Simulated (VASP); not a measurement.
# BaTe (P6_3/mmc) in VASP: further runs

The runs below take BaTe through single point, with PBE.

Program: VASP 6.6.1. These are calculated values, not measurements. Logs are shortened: lines on timing, memory, paths and dates and some standing lists are left out, and cuts for length are marked.

### Step 1. The cell of the first run

Symmetry: P6_3/mmc, No. 194, hexagonal system. Conventional cell: a = 5.076 Å, b = 5.076 Å, c = 8.363 Å, α = 90.00°, β = 90.00°, γ = 120.00°. Ba (site symmetry -3m) has 6 Te at 3.60 Å and 2 Ba at 4.18 Å within 4.7 Å. Te (site symmetry -6m2) has 6 Ba at 3.60 Å within 4.7 Å.

### Step 2. Single point, PBE

File INCAR:

```
PREC = Accurate
ENCUT = 520
EDIFF = 1E-6
ISMEAR = 0
SIGMA = 0.1
LREAL = False
LASPH = True
NELM = 60
ALGO = Normal
ISIF = 2
LWAVE = False
LCHARG = False
GGA = PE
NBANDS = 24
```

File KPOINTS:

```
regular mesh
0
Gamma
  6 6 2
```

File POSCAR:

```
BaTe
1.0
    5.0760000000      0.0000000000      0.0000000000
   -2.5380000000      4.3959449500      0.0000000000
    0.0000000000      0.0000000000      8.3631649500
Ba Te
2 2
Direct
    0.0000000000      0.0000000000      0.0000000000
    0.0000000000      0.0000000000      0.5000000000
    0.3333333300      0.6666666700      0.7500000000
    0.6666666700      0.3333333300      0.2500000000
```

Potentials or basis: VASP PAW PBE potentials, release 64 (Ba_sv, Te).

Command:

```bash
> cat potpaw_PBE.64/Ba_sv/POTCAR potpaw_PBE.64/Te/POTCAR > POTCAR
> mpirun -np 1 vasp_std > vasp.out
```

OUTCAR:

```text
PREC = Accurate
   ENCUT = 520
   EDIFF = 1E-6
   ISMEAR = 0
   LREAL = False
   LASPH = True
   NELM = 60
   ISIF = 2
   GGA = PE

 ion  position               nearest neighbor table
   1  0.000  0.000  0.000-   3 3.60   4 3.60   4 3.60   3 3.60   4 3.60   3 3.60   2 4.18   2 4.18

   2  0.000  0.000  0.500-   3 3.60   4 3.60   4 3.60   3 3.60   4 3.60   3 3.60   1 4.18   1 4.18

   3  0.333  0.667  0.750-   1 3.60   2 3.60   1 3.60   2 3.60   1 3.60   2 3.60
   4  0.667  0.333  0.250-   1 3.60   2 3.60   1 3.60   2 3.60   1 3.60   2 3.60

  LATTYP: Found a hexagonal cell.
 ALAT       =     5.0760000000
 C/A-ratio  =     1.6475896277

  Lattice vectors:

 A1 = (   5.0760000000,   0.0000000000,   0.0000000000)
 A2 = (  -2.5380000000,   4.3959449500,   0.0000000000)
 A3 = (   0.0000000000,   0.0000000000,   8.3631649500)

Analysis of symmetry for initial positions (statically):
=====================================================================
 Subroutine PRICEL returns:
 Original cell was already a primitive cell.

 Routine SETGRP: Setting up the symmetry group for a
 hexagonal supercell.

 Subroutine GETGRP returns: Found 24 space group operations
 (whereof 12 operations were pure point group operations)
 out of a pool of 24 trial point group operations.

The static configuration has the point symmetry D_3d.
 The point group associated with its full space group is D_6h.

Analysis of symmetry for dynamics (positions and initial velocities):
=====================================================================
 Subroutine PRICEL returns:
 Original cell was already a primitive cell.

 Routine SETGRP: Setting up the symmetry group for a
 hexagonal supercell.

 Subroutine GETGRP returns: Found 24 space group operations
 (whereof 12 operations were pure point group operations)
 out of a pool of 24 trial point group operations.

The dynamic configuration has the point symmetry D_3d.
 The point group associated with its full space group is D_6h.

 Subroutine INISYM returns: Found 24 space group operations
 (whereof 12 operations are pure point group operations),
 and found     1 'primitive' translations

----------------------------------------------------------------------------------------

                                     Primitive cell

  volume of cell :     186.6141

  direct lattice vectors                    reciprocal lattice vectors
     5.076000000  0.000000000  0.000000000     0.197005516  0.113741188  0.000000000
    -2.538000000  4.395944950  0.000000000     0.000000000  0.227482376  0.000000000
     0.000000000  0.000000000  8.363164950     0.000000000  0.000000000  0.119571957

  length of vectors
     5.076000000  5.076000000  8.363164950     0.227482376  0.227482376  0.119571957

  position of ions in fractional coordinates (direct lattice)
     0.000000000  0.000000000  0.000000000
     0.000000000  0.000000000  0.500000000
     0.333333330  0.666666670  0.750000000
     0.666666670  0.333333330  0.250000000

  ion indices of the primitive-cell ions
   primitive index   ion index
                 1           1
                 2           2
                 3           3
                 4           4

----------------------------------------------------------------------------------------

 KPOINTS: regular mesh

Automatic generation of k-mesh.
 Grid dimensions read from file:
 generate k-points for:    6    6    2

 Generating k-lattice:

  Cartesian coordinates                     Fractional coordinates (reciprocal lattice)
     0.032834253  0.018956865  0.000000000     0.166666667  0.000000000  0.000000000
     0.000000000  0.037913729  0.000000000     0.000000000  0.166666667  0.000000000
     0.000000000  0.000000000  0.059785979     0.000000000  0.000000000  0.500000000

  Length of vectors
     0.037913729  0.037913729  0.059785979

  Shift w.r.t. Gamma in fractional coordinates (k-lattice)
     0.000000000  0.000000000  0.000000000

 Subroutine IBZKPT returns following result:
 ===========================================

 Found     14 irreducible k-points:

 Following reciprocal coordinates:
            Coordinates               Weight
  0.000000  0.000000  0.000000      1.000000
  0.166667 -0.000000  0.000000      6.000000
  0.333333  0.000000  0.000000      6.000000
  0.500000 -0.000000  0.000000      3.000000
  0.166667  0.166667  0.000000      6.000000
  0.333333  0.166667  0.000000     12.000000
  0.333333  0.333333  0.000000      2.000000
  0.000000  0.000000  0.500000      1.000000
  0.166667 -0.000000  0.500000      6.000000
  0.333333  0.000000  0.500000      6.000000
  0.500000 -0.000000  0.500000      3.000000
  0.166667  0.166667  0.500000      6.000000
  0.333333  0.166667  0.500000     12.000000
  0.333333  0.333333  0.500000      2.000000
   k-points           NKPTS =     14   k-points in BZ     NKDIM =     14   number of bands    NBANDS=     24
   number of dos      NEDOS =    301   number of ions     NIONS =      4
   total plane-waves  NPLWV = 102400
   dimension x,y,z NGX =    40 NGY =   40 NGZ =   64
   dimension x,y,z NGXF=    80 NGYF=   80 NGZF=  128
   ions per type =               2   2
   NGX,Y,Z   is equivalent  to a cutoff of  13.10, 13.10, 12.72 a.u.
   NGXF,Y,Z  is equivalent  to a cutoff of  26.20, 26.20, 25.44 a.u.
 SYSTEM =  unknown system
   PREC   = accura    normal or accurate (medium, high low for compatibility)
   ISTART =      0    job   : 0-new  1-cont  2-samecut
   ICHARG =      2    charge: 1-file 2-atom 10-const
   ISPIN  =      1    spin polarized calculation?
   LNONCOLLINEAR =      F non collinear calculations
   LSORBIT =      F    spin-orbit coupling
   LASPH  =      T    aspherical Exc in radial PAW
   ENCUT  =  520.0 eV  38.22 Ry    6.18 a.u.   9.44  9.44 15.55*2*pi/ulx,y,z
   NELM   =     60;   NELMIN=  2; NELMDL= -5     # of ELM steps
   EDIFF  = 0.1E-05   stopping-criterion for ELM
   LREAL  =      F    real-space projection
   EDIFFG = 0.1E-04   stopping-criterion for IOM
   NSW    =      0    number of steps for IOM
   IBRION =     -1    ionic relax: 0-MD 1-quasi-New 2-CG
   NFREE  =      0    steps in history (QN), initial steepest desc. (CG)
   ISIF   =      2    stress and relaxation
   ISYM   =      2    0-nonsym 1-usesym 2-fastsym
   POTIM  = 0.5000    time-step for ionic-motion
   TEBEG  =    0.0;   TEEND  =   0.0 temperature during run
   PSTRESS=    0.0 pullay stress
   NELECT =      32.0000    total number of electrons
   NUPDOWN=      -1.0000    fix difference up-down
   EMIN   =  10.00;   EMAX   =-10.00  energy-range for DOS
   EFERMI =   0.00;   METHOD = LEGACY
   ISMEAR =     0;   SIGMA  =   0.10  broadening in eV -4-tet -1-fermi 0-gaus
   EFERMI_NEDOS =   21; number of points for ismear=-14 and -15
   IALGO  =     38    algorithm
   IMIX   =      4    mixing-type and parameters
     AMIX     =   0.40;   BMIX     =  1.00
     AMIX_MAG =   1.60;   BMIX_MAG =  1.00
  volume/ion in A,a.u.               =      46.65       314.83
  Fermi-wavevector in a.u.,A,eV,Ry     =   0.909515  1.718735 11.254984  0.827218
  Thomas-Fermi vector in A             =   2.033569
   LORBIT       =      0    0 simple, 1 ext, 2 COOP (PROOUT), +10 PAW based schemes
   GGA     = PE    functional components
   LHFCALC =     F    Hartree Fock is set to
   AEXX    =    0.0000 exact exchange contribution
   IVDW    =     0    specifies the selected vdW correction
   LEPSILON=     F    determine dielectric tensor
   LRPA    =     F    only Hartree local field effects (RPA)
 non-spin polarized calculation
 Gauss-broadening in eV      SIGMA  =   0.10
  energy-cutoff  :      520.00
  volume of cell :      186.61
 maximum number of plane-waves:      5059
 NGX is ok and might be reduce to    40
   NGX = 19   NGY = 19   NGZ = 31

 number of electron      31.9999998 magnetization

 Free energy of the ion-electron system (eV)
  ---------------------------------------------------
  ext. energy  EPLUGINS =         0.00000000
  ---------------------------------------------------
  free energy    TOTEN  =       -16.89600883 eV

  energy without entropy =      -16.89600883  energy(sigma->0) =      -16.89600883

 E-fermi :   2.2275     XC(G=0):  -7.8875

 val. band max:        1.7816925859   @ k =   0.0000   0.0000   0.0000
 cond. band min:       3.5132186649   @ k =   0.5000  -0.0000   0.0000
 fundamental gap:      1.7315260790
 Fermi energy:         2.2274754115

 k-point     1 :       0.0000    0.0000    0.0000
  band No.  band energies     occupation
      1     -25.5773      2.00000
      2     -25.5453      2.00000
      3     -11.1698      2.00000
      4     -10.7128      2.00000
      5     -10.7128      2.00000
      6     -10.6532      2.00000
[... 16 lines left out ...]
     23       5.9491      0.00000
     24       6.9949      0.00000

 k-point     2 :       0.1667   -0.0000    0.0000
  band No.  band energies     occupation
      1     -25.5758      2.00000
      2     -25.5440      2.00000
      3     -11.1413      2.00000
      4     -10.7754      2.00000
      5     -10.7214      2.00000
      6     -10.6834      2.00000
[... 16 lines left out ...]
     23       6.7431      0.00000
     24       6.8765      0.00000

 k-point     3 :       0.3333    0.0000    0.0000
  band No.  band energies     occupation
      1     -25.5728      2.00000
      2     -25.5415      2.00000
      3     -11.0849      2.00000
      4     -10.8877      2.00000
      5     -10.7424      2.00000
      6     -10.7384      2.00000
[... 16 lines left out ...]
     23       6.8651      0.00000
     24       6.9910      0.00000

 k-point     4 :       0.5000   -0.0000    0.0000
  band No.  band energies     occupation
      1     -25.5713      2.00000
      2     -25.5402      2.00000
      3     -11.0607      2.00000
      4     -10.9343      2.00000
      5     -10.7714      2.00000
      6     -10.7469      2.00000
[... 16 lines left out ...]
     23       6.4580      0.00000
     24       7.1940      0.00000

 k-point     5 :       0.1667    0.1667    0.0000
  band No.  band energies     occupation
      1     -25.5736      2.00000
      2     -25.5421      2.00000
      3     -11.0977      2.00000
      4     -10.8516      2.00000
      5     -10.7463      2.00000
      6     -10.7219      2.00000
[... 16 lines left out ...]
     23       6.4009      0.00000
     24       6.8775      0.00000

 k-point     6 :       0.3333    0.1667    0.0000
  band No.  band energies     occupation
      1     -25.5713      2.00000
      2     -25.5402      2.00000
      3     -11.0541      2.00000
      4     -10.9108      2.00000
      5     -10.7818      2.00000
      6     -10.7558      2.00000
[... 16 lines left out ...]
     23       6.5783      0.00000
     24       6.8324      0.00000

 k-point     7 :       0.3333    0.3333    0.0000
  band No.  band energies     occupation
      1     -25.5706      2.00000
      2     -25.5396      2.00000
      3     -11.0353      2.00000
      4     -10.8657      2.00000
      5     -10.8657      2.00000
      6     -10.7338      2.00000
[... 16 lines left out ...]
     23       6.8035      0.00000
     24       6.8035      0.00000

 k-point     8 :       0.0000    0.0000    0.5000
  band No.  band energies     occupation
      1     -25.5613      2.00000
      2     -25.5613      2.00000
      3     -10.9032      2.00000
      4     -10.9032      2.00000
      5     -10.6832      2.00000
      6     -10.6832      2.00000
[... 16 lines left out ...]
     23       6.1971      0.00000
     24       6.1971      0.00000

 k-point     9 :       0.1667   -0.0000    0.5000
  band No.  band energies     occupation
      1     -25.5600      2.00000
      2     -25.5600      2.00000
      3     -10.8892      2.00000
      4     -10.8892      2.00000
      5     -10.7239      2.00000
      6     -10.7239      2.00000
[... 16 lines left out ...]
     23       5.7046      0.00000
     24       5.7046      0.00000

 k-point    10 :       0.3333    0.0000    0.5000
  band No.  band energies     occupation
      1     -25.5572      2.00000
      2     -25.5572      2.00000
      3     -10.8671      2.00000
      4     -10.8671      2.00000
      5     -10.7955      2.00000
      6     -10.7955      2.00000
[... 16 lines left out ...]
     23       6.2474      0.00000
     24       6.2474      0.00000

 k-point    11 :       0.5000   -0.0000    0.5000
  band No.  band energies     occupation
      1     -25.5558      2.00000
      2     -25.5558      2.00000
      3     -10.8715      2.00000
      4     -10.8715      2.00000
      5     -10.8140      2.00000
      6     -10.8140      2.00000
[... 16 lines left out ...]
     23       6.7542      0.00000
     24       6.7642      0.00000

 k-point    12 :       0.1667    0.1667    0.5000
  band No.  band energies     occupation
      1     -25.5579      2.00000
      2     -25.5579      2.00000
      3     -10.8693      2.00000
      4     -10.8693      2.00000
      5     -10.7738      2.00000
      6     -10.7738      2.00000
[... 16 lines left out ...]
     23       6.3243      0.00000
     24       6.3243      0.00000

 k-point    13 :       0.3333    0.1667    0.5000
  band No.  band energies     occupation
      1     -25.5558      2.00000
      2     -25.5558      2.00000
      3     -10.8553      2.00000
      4     -10.8553      2.00000
      5     -10.8096      2.00000
      6     -10.8096      2.00000
[... 16 lines left out ...]
     23       6.7155      0.00000
     24       6.7155      0.00000

 k-point    14 :       0.3333    0.3333    0.5000
  band No.  band energies     occupation
      1     -25.5551      2.00000
      2     -25.5551      2.00000
      3     -10.8286      2.00000
      4     -10.8286      2.00000
      5     -10.8144      2.00000
      6     -10.8144      2.00000
[... 16 lines left out ...]
     23       6.5310      0.00000
     24       6.5310      0.00000

------------------------ aborting loop because EDIFF is reached ----------------------------------------

  FORCE on cell =-STRESS in cart. coord.  units (eV):
  Direction    XX          YY          ZZ          XY          YZ          ZX
  --------------------------------------------------------------------------------------
  -------------------------------------------------------------------------------------
  Total       -1.7131964     -1.7131964      0.8706859      0.0000000      0.0000000      0.0000000
  in kB      -14.7086639    -14.7086639      7.4752815      0.0000000      0.0000000      0.0000000
  external PRESSURE =      -7.3140155 kB  Pullay stress =       0.0000000 kB

 VOLUME and BASIS-vectors are now :
 -----------------------------------------------------------------------------
  energy-cutoff  :      520.00
  volume of cell :      186.61
      direct lattice vectors                 reciprocal lattice vectors
     5.076000000  0.000000000  0.000000000     0.197005516  0.113741188  0.000000000
    -2.538000000  4.395944950  0.000000000     0.000000000  0.227482376  0.000000000
     0.000000000  0.000000000  8.363164950     0.000000000  0.000000000  0.119571957

 POSITION                                       TOTAL-FORCE (eV/Angst)
 -----------------------------------------------------------------------------------
      0.00000      0.00000      0.00000         0.000000     -0.000000     -0.000000
      0.00000      0.00000      4.18158         0.000000     -0.000000     -0.000000
     -0.00000      2.93063      6.27237        -0.000000      0.000000      0.000000
      2.53800      1.46531      2.09079         0.000000      0.000000      0.000000
 -----------------------------------------------------------------------------------
    total drift:                               -0.000000      0.000000      0.000000

  FREE ENERGIE OF THE ION-ELECTRON SYSTEM (eV)
  ---------------------------------------------------
  free  energy   TOTEN  =       -16.8960088332 eV

  energy  without entropy=      -16.8960088332  energy(sigma->0) =      -16.89600883
```

Wall time 3.3 min (1 thread of Intel Xeon 8259CL, shared host); peak memory 0.32 GiB.

What came out:

- Free energy: -16.8960 eV
- Pressure: -0.7 GPa
- Band gap on the k mesh: 1.73 eV (least direct gap 1.82 eV)

Caveat: spin-orbit coupling is left out, which moves the levels of the heavy elements.

[end of part 1 of 3]
